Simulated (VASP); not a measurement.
# Cd4H: single point with PBE

Crystal: Cd4H.

```
Cd H
1.0
    -3.09422    3.09422    3.09422
     3.09422   -3.09422    3.09422
     3.09422    3.09422   -3.09422
Cd H
4 1
Direct
  0.00000 0.63058 0.00000
  0.36942 0.36942 0.36942
  0.00000 0.00000 0.63058
  0.63058 0.00000 0.00000
  0.00000 0.00000 0.00000
```

```yaml
Program: VASP 6.6.1
Task: single point
Functional: PBE
Potentials_or_basis: VASP PAW PBE potentials, release 64 (Cd, H)
Cutoff: 520 eV
k_mesh: 4 × 4 × 4
Occupations: gaussian, width 0.1 eV
Spin: no spin polarisation
Dipole_correction: no
Further_INCAR_settings: ALGO = Normal; EDIFF = 1e-06; NBANDS = 32
```

```yaml
Pressure: 1.0 GPa
Largest_force: 0.768 eV/Å
```

Forces in eV/Å, atoms in the order of the input:
```
Cd  -0.444  0.444 -0.444
Cd   0.444  0.444  0.444
Cd  -0.444 -0.444  0.444
Cd   0.444 -0.444 -0.444
H    0.000  0.000  0.000
```

Levels at points of the mesh, in eV from the Fermi level:
| k point | band 20 | band 21 | band 22 | band 23 | band 24 | band 25 | band 26 | band 27 | band 28 | band 29 |
| --- | --- | --- | --- | --- | --- | --- | --- | --- | --- | --- |
| (0.00, 0.00, 0.00) | -8.11 | -7.32 | -1.48 | 0.59 | 0.59 | 0.59 | 1.31 | 1.31 | 1.31 | 2.43 |
| (0.50, 0.00, 0.00) | -8.10 | -6.37 | -4.40 | -1.48 | -1.04 | -0.46 | 0.46 | 2.63 | 3.88 | 4.16 |
| (0.50, 0.50, 0.50) | -8.15 | -6.18 | -2.74 | -2.74 | -2.74 | -1.13 | -1.13 | 4.78 | 5.22 | 5.22 |

It took 49 s on 1 thread of Intel Xeon 6975P-C, on a shared host, peak memory 0.24 GiB.
